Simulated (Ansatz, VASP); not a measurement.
## RbCaH3 in VASP and in Ansatz

File INCAR:

```
SYSTEM = RbCaH3
PREC = Accurate
ENCUT = 520
EDIFF = 1E-7
ISMEAR = 0
SIGMA = 0.05
LREAL = .False.
LASPH = .True.
NELM = 80
ALGO = Normal
ISIF = 2
LWAVE = .False.
LCHARG = .False.
GGA = CA
NBANDS = 19
```

KPOINTS

```
Automatic mesh
0
Gamma
  6 6 6
  0 0 0
```

Contents of POSCAR:

```
RbCaH3
1.0
    4.5470000000      0.0000000000      0.0000000000
    0.0000000000      4.5470000000      0.0000000000
    0.0000000000      0.0000000000      4.5470000000
Rb Ca H
1 1 3
Direct
    0.0000000000      0.0000000000      0.0000000000
    0.5000000000      0.5000000000      0.5000000000
    0.0000000000      0.5000000000      0.5000000000
    0.5000000000      0.0000000000      0.5000000000
    0.5000000000      0.5000000000      0.0000000000
```

Input for Ansatz:

```yaml
crystal:
  lattice:
    - [4.547, 0.0, 0.0]
    - [0.0, 4.547, 0.0]
    - [0.0, 0.0, 4.547]
  atoms:
    - { symbol: Rb, position: [0.0, 0.0, 0.0] }
    - { symbol: Ca, position: [0.5, 0.5, 0.5] }
    - { symbol: H, position: [0.0, 0.5, 0.5] }
    - { symbol: H, position: [0.5, 0.0, 0.5] }
    - { symbol: H, position: [0.5, 0.5, 0.0] }
basis:
  ecutwfc: 420
kpoints:
  mp_grid: { grid: [6, 6, 6] }
hamiltonian:
  xc: lda
scf:
  occupations: { method: gaussian, width: 0.05 }
output:
  forces: true
  stress: true
  eigenvalues: true
```

Alike in both runs: task single point; functional LDA; k mesh 6 × 6 × 6; occupations gaussian, width 0.05 eV; no spin polarisation.

|  | VASP | Ansatz |
| --- | --- | --- |
| version | VASP 6.6.1 | Ansatz 0.2.0 |
| potentials or method | VASP PAW LDA potentials, release 64 (Rb_sv, Ca_sv, H), cutoff 520 eV | scalar-relativistic, plane waves, PAW |
| valence electrons in the cell | 22 | 22 |

Ansatz gave:

```
gap on the k mesh at the Fermi level (eV) : 2.93
least direct gap on the mesh (eV)         : 2.93
pressure (GPa)                            : -2.4
```

Problem. What did VASP give for the same quantities?

Solution. gap on the k mesh at the Fermi level (eV): 2.92; least direct gap on the mesh (eV): 2.92; pressure (GPa): -2.4.

LDA's correlation is that of Perdew and Zunger in VASP and of Perdew and Wang (1992) in Ansatz.
